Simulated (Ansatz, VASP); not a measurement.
**Two plane-wave programs on Bi**

```
CELL_PARAMETERS angstrom
4.53674 0.00000 0.00000
-2.26837 3.92893 0.00000
0.00000 0.00000 5.19983
ATOMIC_POSITIONS crystal
Bi 0.33333 0.66667 0.25000
Bi 0.66667 0.33333 0.75000
```

Alike in both runs: task single point; functional r2SCAN; k mesh 6 × 6 × 4; occupations gaussian, width 0.1 eV; no spin polarisation.

```csv
,VASP,Ansatz
version,VASP 6.6.1,Ansatz 0.2.0
potentials or method,"VASP PAW PBE potentials, release 64 (Bi_d), cutoff 520 eV","scalar-relativistic, plane waves, PAW"
valence electrons in the cell,30,30
```

```tsv
	VASP	Ansatz	Ansatz less VASP
gap on the k mesh at the Fermi level (eV)	none	none	-
pressure (GPa)	-7.9	-7.8	+0.05
traceless stress, the component that is largest in VASP (GPa)	-4.60	-4.62	-0.019
```

VASP's potentials were made for PBE, not for r2SCAN. A gap of «none» marks a metal or a gap that the smearing closes. The functional is the same, so the differences come from potentials, cutoffs and numerics.

Neither program's run includes spin-orbit coupling.
